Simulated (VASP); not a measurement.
A run of VASP 6.6.1:

File INCAR:

```
PREC = Accurate ; ENCUT = 520
EDIFF = 1E-6 ; ISMEAR = 0
SIGMA = 0.1 ; LREAL = False
LASPH = True ; NELM = 80
ALGO = Normal ; ISIF = 2
LWAVE = False ; LCHARG = False
GGA = PE ; NBANDS = 27
```

KPOINTS

```
regular mesh
0
Gamma
  3 3 4
```

POSCAR

```
BeAs3
1.0
    8.2690492448      0.0000000000      0.0000000000
   -4.1345246224      7.1612067112      0.0000000000
    0.0000000000      0.0000000000      3.5757374644
Be As
2 6
Direct
    0.3333333333      0.6666666667      0.2500000000
    0.6666666667      0.3333333333      0.7500000000
    0.7683402570      0.5366805139      0.2500000000
    0.2316597430      0.7683402570      0.7500000000
    0.4633194861      0.2316597430      0.2500000000
    0.2316597430      0.4633194861      0.7500000000
    0.7683402570      0.2316597430      0.2500000000
    0.5366805139      0.7683402570      0.7500000000
```

Potentials or basis: VASP PAW PBE potentials, release 64 (Be, As).

Run with:

```bash
$ cat potpaw_PBE.64/Be/POTCAR potpaw_PBE.64/As/POTCAR > POTCAR
$ mpirun -np 1 vasp_std > vasp.out
```

Hardware: 1 thread of Intel(R) Xeon(R) Platinum 8259CL CPU @ 2.50GHz (Skylake/Cascade Lake), on a shared host.

Task: Estimate the wall time of this run.

Result: Wall time 62 s on 1 thread of Intel(R) Xeon(R) Platinum 8259CL CPU @ 2.50GHz (Skylake/Cascade Lake), on a shared host, peak memory 0.33 GiB. Counts: scf iterations 15, k points 9.
